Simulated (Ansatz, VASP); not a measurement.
AlNi3 in VASP and in Ansatz

```
Al Ni
1.0
     0.00000    2.80189    2.80189
     2.80189    0.00000    2.80189
     2.80189    2.80189    0.00000
Al Ni
1 3
Direct
  0.49554 0.50446 0.50446
  0.25000 0.25000 0.25000
  0.00000 0.00000 0.00000
  0.75000 0.75000 0.75000
```

Change from the starting cell: all Al atoms moved +0.025 Å, as atom 1 along Cartesian [1 0 0].

Alike in both runs: task single point; functional r2SCAN; k mesh 14 × 14 × 14; occupations gaussian, width 0.15 eV; no spin polarisation.

```csv
,VASP,Ansatz
version,VASP 6.6.1,Ansatz 0.2.0
potentials or method,"VASP PAW PBE potentials, release 64 (Al, Ni), cutoff 520 eV","scalar-relativistic, plane waves, PAW"
valence electrons in the cell,33,57
```

Ansatz gave:

```
gap on the k mesh at the Fermi level (eV) : none
pressure (GPa)                            : 0.1
rms of the force components (eV/Å)        : 0.079
```

Estimate VASP's values.

gap on the k mesh at the Fermi level (eV): none; pressure (GPa): 0.2; rms of the force components (eV/Å): 0.080.

VASP's potentials were made for PBE, not for r2SCAN. Atom by atom the forces differ by 0.001 eV/Å (rms over components). A gap of «none» marks a metal or a gap that the smearing closes. With one functional, cell and mesh, what is left measures potentials, basis and numerics. VASP's potentials hold 33 valence electrons a cell and Ansatz's 57, so a difference there can come from the potentials and not from the codes.
